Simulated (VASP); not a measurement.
Here is a VASP 6.6.1 calculation.

INCAR

```
ALGO = Normal ; EDIFF = 1E-6
EDIFFG = -0.01 ; ENCUT = 600
GGA = PE ; IBRION = 2
ISIF = 3 ; ISMEAR = 0
LASPH = True ; LCHARG = False
LREAL = False ; LWAVE = False
NELM = 100 ; NSW = 100
PREC = Accurate ; SIGMA = 0.1
```

File KPOINTS:

```
k-points
0
Gamma
  12 12 12
```

File POSCAR:

```
BeGe3
1.0
    4.0626932547      0.0000000000      0.0000000000
    0.0000000000      4.0626932547      0.0000000000
    0.0000000000      0.0000000000      4.0626932547
Be Ge
1 3
Direct
    0.0000000000      0.0000000000      0.0000000000
    0.0000000000      0.5000000000      0.5000000000
    0.5000000000      0.0000000000      0.5000000000
    0.5000000000      0.5000000000      0.0000000000
```

Potentials or basis: VASP PAW PBE potentials, release 64 (Be, Ge_d).

Command:

```bash
$ cat potpaw_PBE.64/Be/POTCAR potpaw_PBE.64/Ge_d/POTCAR > POTCAR
$ mpirun -np 1 vasp_std > vasp.out
```

What does it give for the relaxed cell?

a = 4.081 Å, b = 4.081 Å, c = 4.081 Å, α = 90.00°, β = 90.00°, γ = 90.00°.

What does it give for the space group after relaxing (to 0.1 Å)?

Pm-3m (No. 221).

Predict the relaxed volume.

16.99 Å³/atom.

Estimate the band gap on the k mesh.

zero (bands 22 and 23 overlap by 3.44 eV).

Step by step:
```
step  energy change (eV)  largest force (eV/Å)  pressure (GPa)  volume (Å³)
   1              0.0000                0.0000            0.88        67.06
   2             -0.0026                0.0000            0.02        67.96
```
